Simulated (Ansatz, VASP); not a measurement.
## MgF2 in VASP and in Ansatz

```
CELL_PARAMETERS angstrom
4.52958 0.00000 0.00000
0.00000 4.52958 0.00000
0.00000 0.00000 3.08792
ATOMIC_POSITIONS crystal
Mg 0.00000 0.00000 0.00000
Mg 0.50000 0.50000 0.50000
F 0.30346 0.30346 0.00000
F 0.19654 0.80346 0.50000
F 0.80346 0.19654 0.50000
F 0.69654 0.69654 0.00000
```

Change from the starting cell: epitaxial_xy strain -2.0%.

Alike in both runs: task single point; functional HSE06; k mesh 4 × 4 × 6; no spin polarisation.

|  | VASP | Ansatz |
| --- | --- | --- |
| version | VASP 6.6.1 | Ansatz 0.2.0 |
| potentials or method | VASP PAW PBE potentials, release 64 (Mg, F) | plane waves, PAW |
| plane-wave cutoff (eV) | 520 | 420 |
| occupations | gaussian, width 0.01 eV | fixed |
| valence electrons in the cell | 32 | 48 |

```tsv
	VASP	Ansatz	Ansatz less VASP
gap on the k mesh at the Fermi level (eV)	9.56	9.62	+0.063
pressure (GPa)	3.5	3.9	+0.36
traceless stress, the component that is largest in VASP (GPa)	-2.89	-2.84	+0.048
rms of the force components (eV/Å)	0.006	0.006	+0.0007
```

Atom by atom the forces differ by 0.001 eV/Å (rms over components). VASP's potentials hold 32 valence electrons a cell and Ansatz's 48, so a difference there can come from the potentials and not from the codes. Ansatz's warnings: stress exchange threshold loose, stress scf threshold loose.
